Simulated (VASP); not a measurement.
# Al (I4/mmm) in VASP: a series of runs, part 2 of 2

VASP 6.6.1. The steps go on from the part before.

## (3) Single point, PBE (strain +0.000 along x and y, +0.040 along z)

INCAR reads:

```
PREC = Accurate ; ENCUT = 520
EDIFF = 1E-6 ; ISMEAR = 0
SIGMA = 0.15 ; LREAL = False
LASPH = True ; NELM = 100
ALGO = Fast ; ISIF = 2
LWAVE = False ; LCHARG = False
GGA = PE ; NBANDS = 8
```

KPOINTS reads:

```
regular mesh
0
Gamma
  20 20 20
```

POSCAR reads:

```
Al
1.0
    0.0000000000      2.0239800000      2.1049392000
    2.0239800000      0.0000000000      2.1049392000
    2.0239800000      2.0239800000      0.0000000000
Al
1
Direct
    0.0000000000      0.0000000000      0.0000000000
```

Potentials or basis: VASP PAW PBE potentials, release 64 (Al).

Started as:

```sh
$ cat potpaw_PBE.64/Al/POTCAR > POTCAR
$ mpirun -np 1 vasp_std > vasp.out
```

Run time: 1.7 min. Hardware: 1 thread of AMD EPYC 9R45, shared host; peak memory 0.17 GiB.

The run converged. Its results:

```yaml
Free_energy: -3.7378 eV
Pressure: -3.1 GPa
```

Stress tensor (GPa, compression positive):
```
-2.56  0.00  0.00
 0.00 -2.56  0.00
 0.00  0.00 -4.22
```

Levels at points of the mesh, in eV from the Fermi level:
```tsv
k point	band 1	band 2	band 3	band 4	band 5	band 6
(0.00, 0.00, 0.00)	-10.86	12.09	12.51	12.51	13.49	13.49
(0.50, 0.00, 0.00)	-4.44	-4.34	10.38	10.76	11.40	11.67
(0.50, 0.50, 0.00)	-3.19	-2.15	5.51	5.84	5.84	9.13
(0.50, 0.00, 0.50)	-2.66	-1.36	5.01	5.09	5.29	8.40
```

Caveat: the cell differs from its parent crystal (strain +0.000 along x and y, +0.040 along z).

## (4) Single point, PBE (strain +0.000 along x and y, +0.080 along z)

INCAR reads:

```
SYSTEM = Al
PREC = Accurate ; ENCUT = 520
EDIFF = 1E-6 ; ISMEAR = 0
SIGMA = 0.15 ; LREAL = .FALSE.
LASPH = .TRUE. ; NELM = 80
ALGO = Normal ; ISIF = 2
LWAVE = .FALSE. ; LCHARG = .FALSE.
GGA = PE ; NBANDS = 8
```

KPOINTS reads:

```
Automatic mesh
0
G
  20 20 20
  0 0 0
```

POSCAR reads:

```
Al
1.0
    0.0000000000      2.0239800000      2.1858984000
    2.0239800000      0.0000000000      2.1858984000
    2.0239800000      2.0239800000      0.0000000000
Al
1
Direct
    0.0000000000      0.0000000000      0.0000000000
```

Started as:

```sh
$ cat potpaw_PBE.64/Al/POTCAR > POTCAR
$ mpirun -np 1 vasp_std > vasp.out
```

Wall time 98 s (1 thread of AMD EPYC 9R45, shared host); peak memory 0.17 GiB.

Results (log left out):

| Quantity | Value |
| --- | --- |
| Free energy | -3.7144 eV |
| Pressure | -5.0 GPa |

Stress tensor (GPa, compression positive):
```
-3.94  0.00  0.00
 0.00 -3.94  0.00
 0.00  0.00 -7.14
```

Levels at points of the mesh, in eV from the Fermi level:
```tsv
k point	band 1	band 2	band 3	band 4	band 5
(0.00, 0.00, 0.00)	-10.55	11.72	12.55	12.55	13.07
(0.50, 0.00, 0.00)	-4.23	-4.22	9.50	10.14	11.52
(0.50, 0.50, 0.00)	-3.33	-2.58	5.83	6.17	6.17
(0.50, 0.00, 0.50)	-2.34	-1.05	4.59	5.06	5.14
```

Caveat: the cell differs from its parent crystal (strain +0.000 along x and y, +0.080 along z).

## (5) Single point, PBE (strain +0.040 along x and y, +0.000 along z)

INCAR reads:

```
SYSTEM = Al
PREC     = Accurate       ! precision mode
ENCUT    = 520            ! plane-wave cutoff, eV
EDIFF    = 1E-7           ! SCF threshold, eV
ISMEAR   = 0              ! smearing method
SIGMA    = 0.15           ! smearing width, eV
LREAL    = .False.        ! projectors in reciprocal space
LASPH    = .True.         ! aspherical terms in the spheres
NELM     = 80             ! most SCF steps
ALGO     = Fast           ! electronic algorithm
ISIF     = 2              ! what is computed and relaxed
LWAVE    = .False.        ! write WAVECAR
LCHARG   = .False.        ! write CHGCAR
GGA      = PE             ! functional
NBANDS   = 8              ! bands
```

KPOINTS reads:

```
regular mesh
0
Gamma
  20 20 20
  0 0 0
```

POSCAR reads:

```
Al
1.0
    0.0000000000      2.1049392000      2.0239800000
    2.1049392000      0.0000000000      2.0239800000
    2.1049392000      2.1049392000      0.0000000000
Al
1
Direct
    0.0000000000      0.0000000000      0.0000000000
```

Potentials or basis: VASP PAW PBE potentials, release 64 (Al).

Started as:

```sh
$ cat potpaw_PBE.64/Al/POTCAR > POTCAR
$ mpirun -np 1 vasp_std > vasp.out
```

OUTCAR:

```text
SYSTEM = Al
   PREC = Accurate
   ENCUT = 520
   EDIFF = 1E-7
   ISMEAR = 0
   LREAL = .False.
   LASPH = .True.
   NELM = 80
   ISIF = 2
   GGA = PE

 ion  position               nearest neighbor table
   1  0.000  0.000  0.000-

  LATTYP: Found a body centered tetragonal cell.
 ALAT       =     2.9768335646
 C/A-ratio  =     1.3598207331

  Lattice vectors:

 A1 = (   0.0000000000,  -2.1049392000,  -2.0239800000)
 A2 = (   0.0000000000,   2.1049392000,  -2.0239800000)
[... 446 lines left out ...]

 [... further k-points ...]

------------------------ aborting loop because EDIFF is reached ----------------------------------------

  FORCE on cell =-STRESS in cart. coord.  units (eV):
  Direction    XX          YY          ZZ          XY          YZ          ZX
  --------------------------------------------------------------------------------------
  -------------------------------------------------------------------------------------
  Total       -0.6403754     -0.6403754     -0.5018418      0.0000000      0.0000000     -0.0000000
  in kB      -57.2044572    -57.2044572    -44.8293112      0.0000000      0.0000000     -0.0000000
  external PRESSURE =     -53.0794086 kB  Pullay stress =       0.0000000 kB

 VOLUME and BASIS-vectors are now :
 -----------------------------------------------------------------------------
  energy-cutoff  :      520.00
  volume of cell :       17.94
      direct lattice vectors                 reciprocal lattice vectors
     0.000000000  2.104939200  2.023980000    -0.237536552  0.237536552  0.247038014
     2.104939200  0.000000000  2.023980000     0.237536552 -0.237536552  0.247038014
     2.104939200  2.104939200  0.000000000     0.237536552  0.237536552 -0.247038014

 POSITION                                       TOTAL-FORCE (eV/Angst)
 -----------------------------------------------------------------------------------
      0.00000      0.00000      0.00000         0.000000     -0.000000      0.000000
 -----------------------------------------------------------------------------------
    total drift:                                0.000000     -0.000000     -0.000000

  FREE ENERGIE OF THE ION-ELECTRON SYSTEM (eV)
  ---------------------------------------------------
  free  energy   TOTEN  =        -3.7208229488 eV

  energy  without entropy=       -3.7166123603  energy(sigma->0) =       -3.71871765
```

OSZICAR:

```text
N       E                     dE             d eps       ncg     rms          rms(c)
DAV:   1    -0.241242837284E+01   -0.24124E+01   -0.84780E+02 10304   0.202E+02
DAV:   2    -0.373462442783E+01   -0.13222E+01   -0.12662E+01 14224   0.177E+01
DAV:   3    -0.374216682471E+01   -0.75424E-02   -0.75353E-02 13344   0.148E+00
DAV:   4    -0.374218621598E+01   -0.19391E-04   -0.19390E-04 16136   0.667E-02
DAV:   5    -0.374218628819E+01   -0.72207E-07   -0.73012E-07 13408   0.229E-03    0.117E+00
RMM:   6    -0.372979975277E+01    0.12387E-01   -0.13101E-03 10260   0.207E-01    0.689E-01
RMM:   7    -0.372080952118E+01    0.89902E-02   -0.41358E-03 11715   0.351E-01    0.115E-01
RMM:   8    -0.372082193110E+01   -0.12410E-04   -0.15475E-04 11382   0.784E-02    0.225E-02
RMM:   9    -0.372082406142E+01   -0.21303E-05   -0.23458E-05 11797   0.291E-02    0.108E-02
RMM:  10    -0.372082360814E+01    0.45327E-06   -0.53144E-06 12114   0.145E-02    0.114E-02
RMM:  11    -0.372082298176E+01    0.62638E-06   -0.10801E-06 12080   0.550E-03    0.383E-03
RMM:  12    -0.372082294885E+01    0.32909E-07   -0.37027E-07 11642   0.351E-03
   1 F= -.37208229E+01 E0= -.37187177E+01  d E =-.421059E-02
```

stdout:

```text
POSCAR found type information on POSCAR Al
 POSCAR found :  1 types and       1 ions
 scaLAPACK will be used
 LDA part: xc-table for (Slater+PW92), standard interpolation
 POSCAR, INCAR and KPOINTS ok, starting setup
 FFT: planning ... GRIDC
 FFT: planning ... GRID_SOFT
 FFT: planning ... GRID
 WAVECAR not read
 entering main loop
WARNING in EDDRMM: call to ZHEGV failed, returncode =   8  4      8
```

Wall time 2.3 min (1 thread of AMD EPYC 9R45, shared host); peak memory 0.17 GiB.

What came out:

```yaml
Free_energy: -3.7208 eV
Pressure: -5.3 GPa
```

Caveat: the cell differs from its parent crystal (strain +0.040 along x and y, +0.000 along z).

## (6) Summary

```tsv
cell	gap on the mesh (eV)	pressure (GPa)
a = 2.865, b = 2.865, c = 2.748 Å, angles 61.3, 61.3, 57.3°, 1 atom	none	3.6
a = 2.920, b = 2.920, c = 2.862 Å, angles 60.7, 60.7, 58.7°, 1 atom	none	-3.1
a = 2.979, b = 2.979, c = 2.862 Å, angles 61.3, 61.3, 57.4°, 1 atom	none	-5.0
a = 2.920, b = 2.920, c = 2.977 Å, angles 59.4, 59.4, 61.3°, 1 atom	none	-5.3
```

Alike in all rows: task single point; level PBE; potentials or basis VASP PAW PBE potentials, release 64 (Al); no spin polarisation; k mesh 20 × 20 × 20; cutoff (eV) 520; smearing gaussian 0.15 eV.

Total energies depend on the potentials used, so only differences within one code and one set of settings carry meaning.
